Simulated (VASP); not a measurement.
The system is TcN2.

```
Tc N
1.0
     0.00000    2.44455    2.44455
     2.44455    0.00000    2.44455
     2.44455    2.44455    0.00000
Tc N
1 2
Direct
  0.00000 0.00000 0.00000
  0.75000 0.75000 0.75000
  0.25000 0.25000 0.25000
```

Program: VASP 6.6.1. Alike in all runs: task single point; potentials or basis VASP PAW PBE potentials, release 64 (Tc_pv, N); no spin polarisation; cell as given; k mesh 10 × 10 × 10; cutoff (eV) 520; smearing methfessel-paxton 0.1 eV.

Q: Order these runs on this cell by their pressure, lowest first.
A. level PBEsol
B. level revPBE
C. level BLYP

A: A (-14.7 GPa), B (-2.1 GPa), C (6.8 GPa).

Caveats: the PAW data sets were made with another functional, which shifts forces and pressure a little.
